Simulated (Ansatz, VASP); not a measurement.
# Two plane-wave programs on PbF2

The input POSCAR:

```
PbF2
1.0
    0.0000000000      2.8769807299      3.1646788029
    2.8769807299      0.0000000000      3.1646788029
    2.8769807299      2.8769807299      0.0000000000
Pb F
1 2
Direct
    0.0000000000      0.0000000000      0.0000000000
    0.2500000000      0.2500000000      0.2500000000
    0.7500000000      0.7500000000      0.7500000000
```

Contents of INCAR.step1:

```
SYSTEM = PbF2
PREC = Accurate
ENCUT = 520
ISMEAR = 0
SIGMA = 0.05
LREAL = .FALSE.
LASPH = .TRUE.
NELM = 80
NBANDS = 21
GGA = PE
ALGO = Normal
EDIFF = 1E-4
LWAVE = .TRUE.
LCHARG = .FALSE.
```

File INCAR.step2:

```
SYSTEM = PbF2
PREC = Accurate
ENCUT = 520
EDIFF = 1E-7
ISMEAR = 0
SIGMA = 0.05
LREAL = .FALSE.
LASPH = .TRUE.
NELM = 80
ALGO = Normal
ISIF = 2
LWAVE = .FALSE.
LCHARG = .FALSE.
METAGGA = R2SCAN
LMIXTAU = .TRUE.
NBANDS = 21
ISTART = 1
```

The input KPOINTS:

```
Automatic mesh
0
G
  8 8 8
  0 0 0
```

Input for Ansatz:

```yaml
crystal:
  lattice:
    - [0.0, 2.8769807299, 3.1646788029]
    - [2.8769807299, 0.0, 3.1646788029]
    - [2.8769807299, 2.8769807299, 0.0]
  atoms:
    - { symbol: Pb, position: [0.0, 0.0, 0.0] }
    - { symbol: F, position: [0.25, 0.25, 0.25] }
    - { symbol: F, position: [0.75, 0.75, 0.75] }
basis:
  ecutwfc: 500
kpoints:
  mp_grid: { grid: [8, 8, 8] }
hamiltonian:
  xc: r2scan
scf:
  occupations: { method: gaussian, width: 0.05 }
output:
  forces: true
  stress: true
  eigenvalues: true
```

Alike in both runs: task single point; functional r2SCAN; k mesh 8 × 8 × 8; occupations gaussian, width 0.05 eV; no spin polarisation.

|  | VASP | Ansatz |
| --- | --- | --- |
| version | VASP 6.6.1 | Ansatz 0.2.0 |
| potentials or method | VASP PAW PBE potentials, release 64 (Pb_d, F), cutoff 520 eV | scalar-relativistic, plane waves, PAW |
| valence electrons in the cell | 28 | 28 |

Ansatz gave:

* gap on the k mesh at the Fermi level (eV): 4.58
* least direct gap on the mesh (eV): 5.00
* pressure (GPa): -1.0
* traceless stress, the component that is largest in VASP (GPa): -3.64

Task: Estimate VASP's values.

Result: gap on the k mesh at the Fermi level (eV): 4.58; least direct gap on the mesh (eV): 5.00; pressure (GPa): -1.1; traceless stress, the component that is largest in VASP (GPa): -3.62.

VASP's potentials were made for PBE, not for r2SCAN. With one functional, cell and mesh, what is left measures potentials, basis and numerics.

Neither program's run includes spin-orbit coupling.
